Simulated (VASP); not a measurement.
Input of a VASP 6.6.1 run:

Contents of INCAR:

```
SYSTEM = Ti12H
PREC = Accurate
ENCUT = 520
EDIFF = 1E-7
ISMEAR = 0
SIGMA = 0.1
LREAL = .FALSE.
LASPH = .TRUE.
NELM = 60
ALGO = Normal
ISIF = 2
LWAVE = .FALSE.
LCHARG = .FALSE.
LDIPOL = .TRUE.
IDIPOL = 3
DIPOL = 0.5 0.5 0.342
GGA = PE
NBANDS = 84
```

File KPOINTS:

```
Automatic mesh
0
G
  5 6 1
  0 0 0
```

File POSCAR:

```
Ti12H
1.0
    5.8763264169      0.0000000000      0.0000000000
    0.0000000000      4.6504654180      0.0000000000
    0.0000000000      0.0000000000     21.2842241737
Ti H
12 1
Direct
    0.0000000000      0.7500000000      0.1879326194
    0.5000000000      0.7500000000      0.1879326194
    0.2500000000      0.2500000000      0.2277825407
    0.7500000000      0.2500000000      0.2277825407
    0.2500000000      0.7500000000      0.3074823835
    0.7500000000      0.7500000000      0.3074823835
    0.0000000000      0.2500000000      0.3461291986
    0.5000000000      0.2500000000      0.3461291986
    0.0000000000      0.7500000000      0.4220680061
    0.5000000000      0.7500000000      0.4220680061
    0.2500000000      0.2500000000      0.4596937193
    0.7500000000      0.2500000000      0.4596937193
    0.2500000000      0.2500000000      0.5428890572
```

Potentials or basis: VASP PAW PBE potentials, release 64 (Ti_sv, H).

The run is started by

```console
$ cat potpaw_PBE.64/Ti_sv/POTCAR potpaw_PBE.64/H/POTCAR > POTCAR
$ mpirun -np 1 vasp_std > vasp.out
```

(1) Predict the band gap on the k mesh.

(2) Predict the largest force.

Answers

(1) zero (an odd number of electrons rules out a gap without spin polarisation).

(2) 0.508 eV/Å.
